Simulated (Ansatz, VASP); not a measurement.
One calculation of Sn2PdS4, two programs

```xyz
7
Lattice="-2.3717 2.3717 6.8618 2.3717 -2.3717 6.8618 2.3717 2.3717 -6.8618" Properties=species:S:1:pos:R:3 pbc="T T T"
Sn    0.0000    0.0000    5.0184
Sn    0.0000    0.0000    8.7053
Pd    0.0000    0.0000    0.0000
S     0.0000    0.0000   11.2858
S     2.3717    0.0000    0.0000
S     0.0000    2.3717    0.0000
S     0.0000    0.0000    2.4379
```

Alike in both runs: functional PBE; k mesh 12 × 12 × 12; occupations gaussian, width 0.1 eV; no spin polarisation.

Ansatz relaxed the structure, and its values are those at the end. VASP's run is a single point on that final structure, the one shown.

|  | VASP | Ansatz |
| --- | --- | --- |
| version | VASP 6.6.1 | Ansatz 0.2.0 |
| potentials or method | VASP PAW PBE potentials, release 64 (Sn_d, Pd, S), cutoff 520 eV | scalar-relativistic, plane waves, PAW |
| valence electrons in the cell | 62 | 70 |

|  | VASP | Ansatz | Ansatz less VASP |
| --- | --- | --- | --- |
| gap on the k mesh at the Fermi level (eV) | none | none | - |
| pressure (GPa) | -0.1 | 0.0 | +0.12 |

A gap of «none» marks a metal or a gap that the smearing closes. VASP's potentials hold 62 valence electrons a cell and Ansatz's 70, so a difference there can come from the potentials and not from the codes.
